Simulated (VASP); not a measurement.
# MnS (F-43m) in VASP: a series of runs, part 2 of 2

VASP 6.6.1. The steps go on from the part before.

**4. Single point, r2SCAN, collinear spin, ferromagnetic start (20.48 Å³/atom)**

This run uses another cell than the first one, of 20.48 Å³/atom.

Input file POSCAR:

```
MnS
1.0
    0.0000000000      2.7359803553      2.7359803553
    2.7359803553      0.0000000000      2.7359803553
    2.7359803553      2.7359803553      0.0000000000
Mn S
1 1
Direct
    0.0000000000      0.0000000000      0.0000000000
    0.2500000000      0.2500000000      0.2500000000
```

Input file INCAR.step1:

```
SYSTEM = MnS
PREC = Accurate
ENCUT = 520
ISMEAR = 0
SIGMA = 0.02
LREAL = .False.
LASPH = .True.
NELM = 150
ISPIN = 2
MAGMOM = 4.76 0.12
LMAXMIX = 4
NBANDS = 20
GGA = PE
ALGO = Normal
EDIFF = 1E-4
LWAVE = .True.
LCHARG = .False.
```

Input file INCAR.step2:

```
SYSTEM = MnS
PREC = Accurate
ENCUT = 520
EDIFF = 1E-7
ISMEAR = 0
SIGMA = 0.02
LREAL = .False.
LASPH = .True.
NELM = 150
ALGO = Normal
ISIF = 2
LWAVE = .False.
LCHARG = .False.
ISPIN = 2
MAGMOM = 4.76 0.12
LORBIT = 11
LMAXMIX = 4
METAGGA = R2SCAN
LMIXTAU = .True.
NBANDS = 20
ISTART = 1
```

Input file KPOINTS:

```
regular mesh
0
Gamma
  12 12 12
  0 0 0
```

The run is started by

```sh
$ cat potpaw_PBE.64/Mn_pv/POTCAR potpaw_PBE.64/S/POTCAR > POTCAR
$ cp INCAR.step1 INCAR
$ mpirun -np 1 vasp_std > vasp.out
$ cp INCAR.step2 INCAR
$ mpirun -np 1 vasp_std > vasp.out
```

Wall time 14 min (1 thread of Intel Xeon 8259CL, shared host); peak memory 0.25 GiB.

It converged, with:

* Free energy: -24.7908 eV
* Pressure: 7.6 GPa
* Band gap on the k mesh: 0.11 eV (least direct gap 1.28 eV)
* Net moment: 5.00 μB per cell
* Site moments: Mn +4.43; S +0.09 μB
* Valence electrons inside the program's atomic spheres: Mn 11.44; S 3.83

Levels at points of the mesh, in eV from the valence-band top:
Spin up:
| k point | band 9 | band 10 | band 11 | band 12 | band 13 | band 14 | band 15 | band 16 |
| --- | --- | --- | --- | --- | --- | --- | --- | --- |
| (0.00, 0.00, 0.00) | -3.98 | 0.00 | 0.00 | 0.00 | 1.28 | 6.04 | 6.04 | 6.04 |
| (0.50, 0.00, 0.00) | -3.86 | -3.62 | -1.16 | -1.16 | 3.20 | 6.43 | 6.43 | 7.31 |
| (0.50, 0.50, 0.00) | -3.74 | -3.34 | -2.76 | -2.76 | 2.72 | 4.42 | 9.97 | 11.68 |
Spin down:
```tsv
k point	band 4	band 5	band 6	band 7	band 8	band 9	band 10	band 11
(0.00, 0.00, 0.00)	-14.76	-3.77	-3.77	-3.77	1.42	1.42	2.57	3.92
(0.50, 0.00, 0.00)	-13.98	-5.89	-3.70	-3.70	1.45	1.59	1.59	2.72
(0.50, 0.50, 0.00)	-13.73	-5.77	-3.87	-3.87	0.11	1.37	1.97	1.97
```

Caveat: the cell stands under pressure; semilocal functionals underestimate gaps, and a narrow one can read as zero; the PAW data sets were made with another functional, which shifts forces and pressure a little; a cell with one magnetic atom can't hold antiferromagnetic order, which such compounds often take.

**5. Single point, r2SCAN, collinear spin, ferromagnetic start (24.76 Å³/atom)**

This run uses another cell than the first one, of 24.76 Å³/atom.

Input file POSCAR:

```
MnS
1.0
    0.0000000000      2.9144956115      2.9144956115
    2.9144956115      0.0000000000      2.9144956115
    2.9144956115      2.9144956115      0.0000000000
Mn S
1 1
Direct
    0.0000000000      0.0000000000      0.0000000000
    0.2500000000      0.2500000000      0.2500000000
```

INCAR.step1 is that of step 4.

Changes to INCAR.step2 since step 4:

```diff
@@ -3,3 +3,3 @@
 ENCUT = 520
-EDIFF = 1E-7
+EDIFF = 1E-6
 ISMEAR = 0
```

Input file KPOINTS:

```
Automatic mesh
0
Gamma
  12 12 12
  0 0 0
```

The run is started by

```sh
$ cat potpaw_PBE.64/Mn_pv/POTCAR potpaw_PBE.64/S/POTCAR > POTCAR
$ cp INCAR.step1 INCAR
$ mpirun -np 1 vasp_std > vasp.out
$ cp INCAR.step2 INCAR
$ mpirun -np 1 vasp_std > vasp.out
```

Run time: 7.7 min. Hardware: 1 thread of Intel Xeon 8259CL, shared host; peak memory 0.29 GiB.

The run converged. Its results:

```
Free energy                                           : -24.8032 eV
Pressure                                              : -5.1 GPa
Band gap on the k mesh                                : 1.17 eV
Net moment                                            : 5.00 μB per cell
Site moments                                          : Mn +4.51; S +0.06 μB
Valence electrons inside the program's atomic spheres : Mn 11.26; S 3.75
```

Levels at points of the mesh, in eV from the valence-band top:
Spin up:
| k point | band 8 | band 9 | band 10 | band 11 | band 12 | band 13 | band 14 | band 15 | band 16 | band 17 |
| --- | --- | --- | --- | --- | --- | --- | --- | --- | --- | --- |
| (0.00, 0.00, 0.00) | -3.39 | -3.39 | 0.00 | 0.00 | 0.00 | 1.17 | 6.36 | 6.36 | 6.36 | 11.05 |
| (0.50, 0.00, 0.00) | -3.31 | -3.31 | -3.14 | -0.85 | -0.85 | 3.19 | 6.71 | 6.71 | 7.02 | 11.01 |
| (0.50, 0.50, 0.00) | -3.30 | -3.24 | -2.84 | -2.12 | -2.12 | 3.14 | 4.56 | 9.07 | 10.70 | 10.70 |
Spin down:
```csv
k point,band 3,band 4,band 5,band 6,band 7,band 8,band 9,band 10,band 11,band 12
"(0.00, 0.00, 0.00)",-46.62,-13.30,-2.61,-2.61,-2.61,2.21,2.21,2.46,3.99,3.99
"(0.50, 0.00, 0.00)",-46.62,-12.78,-4.44,-2.59,-2.59,2.21,2.34,2.34,3.15,3.15
"(0.50, 0.50, 0.00)",-46.62,-12.61,-4.33,-2.80,-2.80,1.26,2.12,2.62,2.62,2.65
```

Caveat: the cell stands under tension; the PAW data sets were made with another functional, which shifts forces and pressure a little; a cell with one magnetic atom can't hold antiferromagnetic order, which such compounds often take. r2SCAN opens gaps a little over a GGA but as a rule still falls short of measured ones.

**6. Summary**

| cell | gap on the mesh (eV) | pressure (GPa) | moment (μB) |
| --- | --- | --- | --- |
| a = 3.993 Å, angles 60.0°, 2 atoms | 0.73 | 0.1 | 5.00 |
| a = 3.826 Å, angles 60.0°, 2 atoms | none | 10.7 | 4.98 |
| a = 3.869 Å, angles 60.0°, 2 atoms | 0.11 | 7.6 | 5.00 |
| a = 4.122 Å, angles 60.0°, 2 atoms | 1.17 | -5.1 | 5.00 |

Alike in all rows: task single point; level r2SCAN; potentials or basis VASP PAW PBE potentials, release 64 (Mn_pv, S); spin collinear, ferromagnetic start; k mesh 12 × 12 × 12; cutoff (eV) 520; smearing gaussian 0.02 eV.

Caveats: the PAW data sets were made with another functional, which shifts forces and pressure a little; a cell with one magnetic atom can't hold antiferromagnetic order, which such compounds often take; semilocal functionals underestimate gaps, and a narrow one can read as zero (at least some runs); the cell stands under pressure (at least some runs); semilocal functionals often make such compounds metallic where correlation or magnetic order opens a gap, which also shifts bond lengths (at least some runs); the cell stands under tension (at least some runs).

Total energies depend on the potentials used, so only differences within one code and one set of settings carry meaning.
